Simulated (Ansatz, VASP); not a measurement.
## One calculation of LiF, two programs

```xyz
2
Lattice="0.0000 2.0140 2.0140 2.0140 0.0000 2.0140 2.0140 2.0140 0.0000" Properties=species:S:1:pos:R:3 pbc="T T T"
F     2.0140    2.0140    2.0140
Li    0.0000    0.0000    0.0000
```

Alike in both runs: functional r2SCAN0; dispersion D3(BJ); k mesh 7 × 7 × 7; occupations fermi-dirac, width 0.1 eV; no spin polarisation.

```csv
,VASP,Ansatz
version,VASP 6.6.1,Ansatz 0.2.0
potentials or method,"VASP PAW PBE potentials, release 64 (F, Li_sv)",Ansatz PAW
plane-wave cutoff (eV),720,500
valence electrons in the cell,10,10
task,single point,atomic charges
```

|  | VASP | Ansatz | Ansatz less VASP |
| --- | --- | --- | --- |
| gap on the k mesh at the Fermi level (eV) | 12.90 | 12.78 | -0.120 |
| least direct gap on the mesh (eV) | 12.90 | 12.78 | -0.120 |
| pressure (GPa) | -6.3 | -5.8 | +0.47 |

VASP's potentials were made for PBE, not for r2SCAN0.

Noted on Ansatz's run: odd divisions of the mesh miss points on the zone boundary, where band edges often lie, so the gap on the mesh can be too wide.
